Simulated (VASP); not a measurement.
Write the native input for VASP 6.6.1 that does the following.

```yaml
Task: single point
Functional: PBEsol
Dispersion: D4
Potentials_or_basis: VASP PAW PBE potentials, release 64 (Ni, O)
Cutoff: 520 eV
k_mesh: 11 × 11 × 11
Occupations: fermi-dirac, width 0.05 eV
Spin: collinear spin, ferromagnetic start
Starting_moments: "[1.0, 0.0] μB"
Dipole_correction: no
Further_INCAR_settings: ALGO = Normal; EDIFF = 1e-06; NBANDS = 19
```

The structure of NiO lies in POSCAR:

```
NiO
1.0
    0.0000000000      2.0719018797      2.0719018797
    2.0719018797      0.0000000000      2.0719018797
    2.0719018797      2.0719018797      0.0000000000
Ni O
1 1
Direct
    0.0000000000      0.0000000000      0.0000000000
    0.5000000000      0.5000000000      0.5000000000
```

The input as run:

INCAR

```
ALGO = Normal
EDIFF = 1E-6
ENCUT = 520
GGA = PS
ISIF = 2
ISMEAR = -1
ISPIN = 2
IVDW = 13
LASPH = True
LCHARG = True
LELF = True
LMAXMIX = 4
LORBIT = 11
LREAL = False
LVHAR = True
LWAVE = False
MAGMOM = 1 0
NBANDS = 19
NELM = 150
PREC = Accurate
SIGMA = 0.05
```

KPOINTS

```
k-points
0
Gamma
  11 11 11
```

Potentials or basis: VASP PAW PBE potentials, release 64 (Ni, O).

Run with:

```console
$ cat potpaw_PBE.64/Ni/POTCAR potpaw_PBE.64/O/POTCAR > POTCAR
$ mpirun -np 1 vasp_std > vasp.out
```

It gave:

```yaml
Pressure: -6.4 GPa
Net_moment: 1.29 μB per cell
Site_moments: Ni +1.08; O +0.18 μB
Valence_electrons_inside_the_program's_atomic_spheres: Ni 9.08; O 4.94
Dispersion_energy_per_atom: -0.180 eV
```

Caveat: the PAW data sets were made with another functional, which shifts forces and pressure a little; a cell with one magnetic atom can't hold antiferromagnetic order, which such compounds often take; pairwise dispersion overbinds metals, which lowers pressure and volume.

Run time: 17 s on 1 thread of Intel(R) Xeon(R) 6975P-C (Granite Rapids) (shared host), peak memory 0.16 GiB.
